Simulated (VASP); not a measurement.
A run of VASP 6.6.1:

File INCAR:

```
SYSTEM = Be
PREC     = Accurate       ! precision mode
ENCUT    = 520            ! plane-wave cutoff, eV
EDIFF    = 1E-6           ! SCF threshold, eV
ISMEAR   = -1             ! smearing method
SIGMA    = 0.1            ! smearing width, eV
LREAL    = .FALSE.        ! projectors in reciprocal space
LASPH    = .TRUE.         ! aspherical terms in the spheres
NELM     = 100            ! most SCF steps
ALGO     = Normal         ! electronic algorithm
ISIF     = 2              ! what is computed and relaxed
LWAVE    = .FALSE.        ! write WAVECAR
LCHARG   = .FALSE.        ! write CHGCAR
GGA      = CA             ! functional
NBANDS   = 10             ! bands
```

File KPOINTS:

```
regular mesh
0
G
  12 12 16
  0 0 0
```

The input POSCAR:

```
Be
1.0
    3.6545632024      0.0000000000      0.0000000000
   -1.8272816012      3.1649445730      0.0000000000
    0.0000000000      0.0000000000      2.2316387617
Be
3
Direct
    1.0000000000      1.0000000000      1.0000000000
    0.3333333333      0.6666666667      0.5000000000
    0.6666666667      0.3333333333      0.5000000000
```

Potentials or basis: VASP PAW LDA potentials, release 64 (Be).

Launch:

```console
$ cat potpaw_LDA.64/Be/POTCAR > POTCAR
$ mpirun -np 1 vasp_std > vasp.out
```

Hardware: 1 thread of Intel(R) Xeon(R) 6975P-C (Granite Rapids), on a shared host.

Q: How long does it take, and how much memory?

A: It took 11 s on 1 thread of Intel(R) Xeon(R) 6975P-C (Granite Rapids) (shared host), peak memory 0.14 GiB. Counts: scf iterations 10, k points 171.
